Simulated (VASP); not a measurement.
Wanted: the native input for a VASP 6.6.1 run.

```yaml
Task: single point
Functional: PBE
Potentials_or_basis: VASP PAW PBE potentials, release 64 (Ta_pv, N)
Cutoff: 520 eV
k_mesh: 18 × 18 × 8
Occupations: gaussian, width 0.1 eV
Spin: no spin polarisation
Dipole_correction: no
Further_INCAR_settings: ALGO = Normal; EDIFF = 1e-06; NBANDS = 24
```

The structure of TaN lies in POSCAR:

```
TaN
1.0
    2.8587807932      0.0000000000      0.0000000000
   -1.4293903966      2.4757767907      0.0000000000
    0.0000000000      0.0000000000      5.9859477389
Ta N
2 2
Direct
    0.0000000000      0.0000000000      0.0000000000
    0.0000000000      0.0000000000      0.5000000000
    0.3333333333      0.6666666667      0.2500000000
    0.6666666667      0.3333333333      0.7500000000
```

This cell differs from its parent crystal: biaxial strain in the a-b plane: -2.0 %.

The input as run:

INCAR

```
SYSTEM = TaN
PREC = Accurate
ENCUT = 520
EDIFF = 1E-6
ISMEAR = 0
SIGMA = 0.1
LREAL = .FALSE.
LASPH = .TRUE.
NELM = 100
ALGO = Normal
ISIF = 2
LWAVE = .FALSE.
LCHARG = .FALSE.
GGA = PE
NBANDS = 24
```

KPOINTS

```
regular mesh
0
G
  18 18 8
  0 0 0
```

Potentials or basis: VASP PAW PBE potentials, release 64 (Ta_pv, N).

The run is started by

```sh
$ cat potpaw_PBE.64/Ta_pv/POTCAR potpaw_PBE.64/N/POTCAR > POTCAR
$ mpirun -np 1 vasp_std > vasp.out
```

It gave:

* Pressure: 9.9 GPa
* Band gap on the k mesh: zero (bands 16 and 17 overlap by 1.09 eV)

Caveat: the cell differs from its parent crystal (biaxial strain in the a-b plane: -2.0 %); the stress differs along the axes, from -3 to 17 GPa; spin-orbit coupling is left out, which moves the levels of the heavy elements.

It took 2.5 min on 1 thread of Intel(R) Xeon(R) Platinum 8259CL CPU @ 2.50GHz (Skylake/Cascade Lake), with other jobs on the host, peak memory 0.29 GiB.
